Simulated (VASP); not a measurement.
# Re2W (Fd-3m) in VASP: further runs

Re2W is run at these levels: PBE; tasks: single point, relaxation of cell and atoms.

All numbers are computed with VASP 6.6.1; they aren't measurements. Logs are shortened: lines on timing, memory, paths and dates and some standing lists are left out, and cuts for length are marked.

**1. The cell of the first run**

The structure is cubic, space group Fd-3m (No. 227). Conventional cell: a = 7.274 Å, b = 7.274 Å, c = 7.274 Å, α = 90.00°, β = 90.00°, γ = 90.00°. Within 3.4 Å of Re (site symmetry -3m) lie 6 Re at 2.57 Å and 6 W at 3.02 Å. W (site symmetry -43m) has 12 Re at 3.02 Å and 4 W at 3.15 Å within 4.0 Å.

**2. Single point, PBE**

Contents of INCAR:

```
SYSTEM = Re2W
PREC = Accurate ; ENCUT = 520
EDIFF = 1E-6 ; ISMEAR = 0
SIGMA = 0.1 ; LREAL = .FALSE.
LASPH = .TRUE. ; NELM = 80
ALGO = Normal ; ISIF = 2
LWAVE = .FALSE. ; LCHARG = .TRUE.
GGA = PE ; LELF = .TRUE.
LVHAR = .TRUE. ; NBANDS = 37
```

Contents of KPOINTS:

```
Automatic mesh
0
G
  4 4 4
  0 0 0
```

Contents of POSCAR:

```
Re2W
1.0
    0.0000000000      3.6370388369      3.6370388369
    3.6370388369      0.0000000000      3.6370388369
    3.6370388369      3.6370388369      0.0000000000
Re W
4 2
Direct
    0.6250000000      0.6250000000      0.6250000000
    0.1250000000      0.6250000000      0.6250000000
    0.6250000000      0.6250000000      0.1250000000
    0.6250000000      0.1250000000      0.6250000000
    0.0000000000      0.0000000000      0.0000000000
    0.2500000000      0.2500000000      0.2500000000
```

Potentials or basis: VASP PAW PBE potentials, release 64 (Re, W_sv).

Command:

```
$ cat potpaw_PBE.64/Re/POTCAR potpaw_PBE.64/W_sv/POTCAR > POTCAR
$ mpirun -np 1 vasp_std > vasp.out
```

OUTCAR:

```text
SYSTEM = Re2W
   PREC = Accurate
   ENCUT = 520
   EDIFF = 1E-6
   ISMEAR = 0
   LREAL = .FALSE.
   LASPH = .TRUE.
   NELM = 80
   ISIF = 2
   GGA = PE

 ion  position               nearest neighbor table
   1  0.625  0.625  0.625-   2 2.57   3 2.57   4 2.57   3 2.57   4 2.57   2 2.57   6 3.02   5 3.02
                             6 3.02   5 3.02   6 3.02   5 3.02
   2  0.125  0.625  0.625-   1 2.57   3 2.57   4 2.57   1 2.57   3 2.57   4 2.57   5 3.02   6 3.02
                             5 3.02   5 3.02   6 3.02   6 3.02
   3  0.625  0.625  0.125-   1 2.57   1 2.57   2 2.57   4 2.57   4 2.57   2 2.57   6 3.02   5 3.02
                             6 3.02   5 3.02   6 3.02   5 3.02
   4  0.625  0.125  0.625-   1 2.57   3 2.57   1 2.57   2 2.57   3 2.57   2 2.57   5 3.02   6 3.02
                             5 3.02   6 3.02   6 3.02   5 3.02
   5  0.000  0.000  0.000-   1 3.02   3 3.02   4 3.02   1 3.02   2 3.02   3 3.02   1 3.02   2 3.02
                             4 3.02   2 3.02   3 3.02   4 3.02   6 3.15   6 3.15   6 3.15   6 3.15
   6  0.250  0.250  0.250-   2 3.02   3 3.02   4 3.02   1 3.02   2 3.02   4 3.02   1 3.02   2 3.02
                             3 3.02   1 3.02   3 3.02   4 3.02   5 3.15   5 3.15   5 3.15   5 3.15

  LATTYP: Found a face centered cubic cell.
 ALAT       =     7.2740776738

  Lattice vectors:

 A1 = (   0.0000000000,   3.6370388369,   3.6370388369)
 A2 = (   3.6370388369,   0.0000000000,   3.6370388369)
 A3 = (   3.6370388369,   3.6370388369,   0.0000000000)

Analysis of symmetry for initial positions (statically):
=====================================================================
 Subroutine PRICEL returns:
 Original cell was already a primitive cell.

 Routine SETGRP: Setting up the symmetry group for a
 face centered cubic supercell.

 Subroutine GETGRP returns: Found 48 space group operations
 (whereof 24 operations were pure point group operations)
 out of a pool of 48 trial point group operations.

The static configuration has the point symmetry T_d .
 The point group associated with its full space group is O_h .

Analysis of symmetry for dynamics (positions and initial velocities):
=====================================================================
 Subroutine PRICEL returns:
 Original cell was already a primitive cell.

 Routine SETGRP: Setting up the symmetry group for a
 face centered cubic supercell.

 Subroutine GETGRP returns: Found 48 space group operations
 (whereof 24 operations were pure point group operations)
 out of a pool of 48 trial point group operations.

The dynamic configuration has the point symmetry T_d .
 The point group associated with its full space group is O_h .

 Subroutine INISYM returns: Found 48 space group operations
 (whereof 24 operations are pure point group operations),
 and found     1 'primitive' translations

----------------------------------------------------------------------------------------

                                     Primitive cell

  volume of cell :      96.2219

  direct lattice vectors                    reciprocal lattice vectors
     0.000000000  3.637038837  3.637038837    -0.137474474  0.137474474  0.137474474
     3.637038837  0.000000000  3.637038837     0.137474474 -0.137474474  0.137474474
     3.637038837  3.637038837  0.000000000     0.137474474  0.137474474 -0.137474474

  length of vectors
     5.143549650  5.143549650  5.143549650     0.238112773  0.238112773  0.238112773

  position of ions in fractional coordinates (direct lattice)
     0.625000000  0.625000000  0.625000000
     0.125000000  0.625000000  0.625000000
     0.625000000  0.625000000  0.125000000
     0.625000000  0.125000000  0.625000000
     0.000000000  0.000000000  0.000000000
     0.250000000  0.250000000  0.250000000

  ion indices of the primitive-cell ions
   primitive index   ion index
                 1           1
                 2           2
                 3           3
                 4           4
                 5           5
                 6           6

----------------------------------------------------------------------------------------

 KPOINTS: Automatic mesh

Automatic generation of k-mesh.
 Grid dimensions read from file:
 generate k-points for:    4    4    4

 Generating k-lattice:

  Cartesian coordinates                     Fractional coordinates (reciprocal lattice)
    -0.034368618  0.034368618  0.034368618     0.250000000  0.000000000  0.000000000
     0.034368618 -0.034368618  0.034368618     0.000000000  0.250000000  0.000000000
     0.034368618  0.034368618 -0.034368618     0.000000000  0.000000000  0.250000000

  Length of vectors
     0.059528193  0.059528193  0.059528193

  Shift w.r.t. Gamma in fractional coordinates (k-lattice)
     0.000000000  0.000000000  0.000000000

 Subroutine IBZKPT returns following result:
 ===========================================

 Found      8 irreducible k-points:

 Following reciprocal coordinates:
            Coordinates               Weight
  0.000000  0.000000  0.000000      1.000000
  0.250000  0.000000  0.000000      8.000000
  0.500000  0.000000  0.000000      4.000000
  0.250000  0.250000  0.000000      6.000000
  0.500000  0.250000  0.000000     24.000000
 -0.250000  0.250000  0.000000     12.000000
  0.500000  0.500000  0.000000      3.000000
 -0.250000  0.500000  0.250000      6.000000
   k-points           NKPTS =      8   k-points in BZ     NKDIM =      8   number of bands    NBANDS=     37
   number of dos      NEDOS =    301   number of ions     NIONS =      6
   total plane-waves  NPLWV =  64000
   dimension x,y,z NGX =    40 NGY =   40 NGZ =   40
   dimension x,y,z NGXF=    80 NGYF=   80 NGZF=   80
   ions per type =               4   2
   NGX,Y,Z   is equivalent  to a cutoff of  12.93, 12.93, 12.93 a.u.
   NGXF,Y,Z  is equivalent  to a cutoff of  25.86, 25.86, 25.86 a.u.
 SYSTEM =  Re2W
   PREC   = accura    normal or accurate (medium, high low for compatibility)
   ISTART =      0    job   : 0-new  1-cont  2-samecut
   ICHARG =      2    charge: 1-file 2-atom 10-const
   ISPIN  =      1    spin polarized calculation?
   LNONCOLLINEAR =      F non collinear calculations
   LSORBIT =      F    spin-orbit coupling
   LASPH  =      T    aspherical Exc in radial PAW
   ENCUT  =  520.0 eV  38.22 Ry    6.18 a.u.   9.56  9.56  9.56*2*pi/ulx,y,z
   NELM   =     80;   NELMIN=  2; NELMDL= -5     # of ELM steps
   EDIFF  = 0.1E-05   stopping-criterion for ELM
   LREAL  =      F    real-space projection
   EDIFFG = 0.1E-04   stopping-criterion for IOM
   NSW    =      0    number of steps for IOM
   IBRION =     -1    ionic relax: 0-MD 1-quasi-New 2-CG
   NFREE  =      0    steps in history (QN), initial steepest desc. (CG)
   ISIF   =      2    stress and relaxation
   ISYM   =      2    0-nonsym 1-usesym 2-fastsym
   POTIM  = 0.5000    time-step for ionic-motion
   TEBEG  =    0.0;   TEEND  =   0.0 temperature during run
   PSTRESS=    0.0 pullay stress
   NELECT =      56.0000    total number of electrons
   NUPDOWN=      -1.0000    fix difference up-down
   EMIN   =  10.00;   EMAX   =-10.00  energy-range for DOS
   EFERMI =   0.00;   METHOD = LEGACY
   ISMEAR =     0;   SIGMA  =   0.10  broadening in eV -4-tet -1-fermi 0-gaus
   EFERMI_NEDOS =   21; number of points for ismear=-14 and -15
   IALGO  =     38    algorithm
   IMIX   =      4    mixing-type and parameters
     AMIX     =   0.40;   BMIX     =  1.00
     AMIX_MAG =   1.60;   BMIX_MAG =  1.00
  volume/ion in A,a.u.               =      16.04       108.22
  Fermi-wavevector in a.u.,A,eV,Ry     =   1.366825  2.582925 25.418547  1.868210
  Thomas-Fermi vector in A             =   2.492932
   LORBIT       =      0    0 simple, 1 ext, 2 COOP (PROOUT), +10 PAW based schemes
   GGA     = PE    functional components
   LHFCALC =     F    Hartree Fock is set to
   AEXX    =    0.0000 exact exchange contribution
   IVDW    =     0    specifies the selected vdW correction
   LEPSILON=     F    determine dielectric tensor
   LRPA    =     F    only Hartree local field effects (RPA)
 non-spin polarized calculation
 Gauss-broadening in eV      SIGMA  =   0.10
  energy-cutoff  :      520.00
  volume of cell :       96.22
 maximum number of plane-waves:      2637
 NGX is ok and might be reduce to    40
   NGX = 19   NGY = 19   NGZ = 19

 number of electron      55.9999999 magnetization

 Free energy of the ion-electron system (eV)
  ---------------------------------------------------
  ext. energy  EPLUGINS =         0.00000000
  ---------------------------------------------------
  free energy    TOTEN  =       -74.18966835 eV

  energy without entropy =      -74.16944027  energy(sigma->0) =      -74.17955431

 E-fermi :   8.6276     XC(G=0): -13.3248

 val. band max:        8.6178267152   @ k =   0.0000   0.0000   0.0000
 cond. band min:       8.6594683247   @ k =   0.2500   0.2500   0.0000
 fundamental gap:      0.0416416095
 Fermi energy:         8.6275738915

 k-point     1 :       0.0000    0.0000    0.0000
  band No.  band energies     occupation
      1     -65.6325      2.00000
      2     -65.6148      2.00000
      3     -29.8051      2.00000
      4     -29.8051      2.00000
      5     -29.8051      2.00000
      6     -29.6843      2.00000
[... 29 lines left out ...]
     36      12.3199      0.00000
     37      12.3201      0.00000

 k-point     2 :       0.2500    0.0000    0.0000
  band No.  band energies     occupation
      1     -65.6305      2.00000
      2     -65.6166      2.00000
      3     -29.8090      2.00000
      4     -29.8090      2.00000
      5     -29.7998      2.00000
      6     -29.6913      2.00000
[... 29 lines left out ...]
     36      11.7828      0.00000
     37      12.1168      0.00000

 k-point     3 :       0.5000    0.0000    0.0000
  band No.  band energies     occupation
      1     -65.6279      2.00000
      2     -65.6192      2.00000
      3     -29.8126      2.00000
      4     -29.8126      2.00000
      5     -29.7989      2.00000
      6     -29.6939      2.00000
[... 29 lines left out ...]
     36      11.9897      0.00000
     37      12.0703      0.00000

 k-point     4 :       0.2500    0.2500    0.0000
  band No.  band energies     occupation
      1     -65.6298      2.00000
      2     -65.6173      2.00000
      3     -29.8144      2.00000
      4     -29.8144      2.00000
      5     -29.7857      2.00000
      6     -29.7049      2.00000
[... 29 lines left out ...]
     36      12.2151      0.00000
     37      12.2342      0.00000

 k-point     5 :       0.5000    0.2500    0.0000
  band No.  band energies     occupation
      1     -65.6266      2.00000
      2     -65.6204      2.00000
      3     -29.8242      2.00000
      4     -29.8181      2.00000
      5     -29.7714      2.00000
      6     -29.7188      2.00000
[... 29 lines left out ...]
     36      11.1731      0.00000
     37      11.6831      0.00000

 k-point     6 :      -0.2500    0.2500    0.0000
  band No.  band energies     occupation
      1     -65.6279      2.00000
      2     -65.6191      2.00000
      3     -29.8234      2.00000
      4     -29.8130      2.00000
      5     -29.7810      2.00000
      6     -29.7090      2.00000
[... 29 lines left out ...]
     36      11.3980      0.00000
     37      11.6318      0.00000

 k-point     7 :       0.5000    0.5000    0.0000
  band No.  band energies     occupation
      1     -65.6235      2.00000
      2     -65.6235      2.00000
      3     -29.8233      2.00000
      4     -29.8233      2.00000
      5     -29.7458      2.00000
      6     -29.7458      2.00000
[... 29 lines left out ...]
     36      10.7174      0.00000
     37      11.2404      0.00000

 k-point     8 :      -0.2500    0.5000    0.2500
  band No.  band energies     occupation
      1     -65.6235      2.00000
      2     -65.6235      2.00000
      3     -29.8249      2.00000
      4     -29.8249      2.00000
      5     -29.7447      2.00000
      6     -29.7447      2.00000
[... 29 lines left out ...]
     36      11.3732      0.00000
     37      11.5355      0.00000

------------------------ aborting loop because EDIFF is reached ----------------------------------------

  FORCE on cell =-STRESS in cart. coord.  units (eV):
  Direction    XX          YY          ZZ          XY          YZ          ZX
  --------------------------------------------------------------------------------------
  -------------------------------------------------------------------------------------
  Total       -2.0389689     -2.0389689     -2.0389689      0.0000000     -0.0000000     -0.0000000
  in kB      -33.9505928    -33.9505928    -33.9505928      0.0000000     -0.0000000     -0.0000000
  external PRESSURE =     -33.9505928 kB  Pullay stress =       0.0000000 kB

 VOLUME and BASIS-vectors are now :
 -----------------------------------------------------------------------------
  energy-cutoff  :      520.00
  volume of cell :       96.22
      direct lattice vectors                 reciprocal lattice vectors
     0.000000000  3.637038837  3.637038837    -0.137474474  0.137474474  0.137474474
     3.637038837  0.000000000  3.637038837     0.137474474 -0.137474474  0.137474474
     3.637038837  3.637038837  0.000000000     0.137474474  0.137474474 -0.137474474

 POSITION                                       TOTAL-FORCE (eV/Angst)
 -----------------------------------------------------------------------------------
      4.54630      4.54630      4.54630         0.000000      0.000000     -0.000000
      4.54630      2.72778      2.72778         0.000000      0.000000     -0.000000
      2.72778      2.72778      4.54630         0.000000      0.000000     -0.000000
      2.72778      4.54630      2.72778         0.000000      0.000000     -0.000000
      0.00000      0.00000      0.00000        -0.000000     -0.000000     -0.000000
      1.81852      1.81852      1.81852         0.000000      0.000000      0.000000
 -----------------------------------------------------------------------------------
    total drift:                               -0.000000     -0.000000      0.000000

  FREE ENERGIE OF THE ION-ELECTRON SYSTEM (eV)
  ---------------------------------------------------
  free  energy   TOTEN  =       -74.1896683495 eV

  energy  without entropy=      -74.1694402684  energy(sigma->0) =      -74.17955431
```

It took 24 s on 1 thread of Intel Xeon 6975P-C (Granite Rapids), shared host; peak memory 0.24 GiB.

Results:

```yaml
Free_energy: -74.1897 eV
Pressure: -3.4 GPa
```

Caveat: the k points lie up to 0.37 Å⁻¹ apart; spin-orbit coupling is left out, which moves the levels of the heavy elements.

(Part 1 of 2 ends here.)
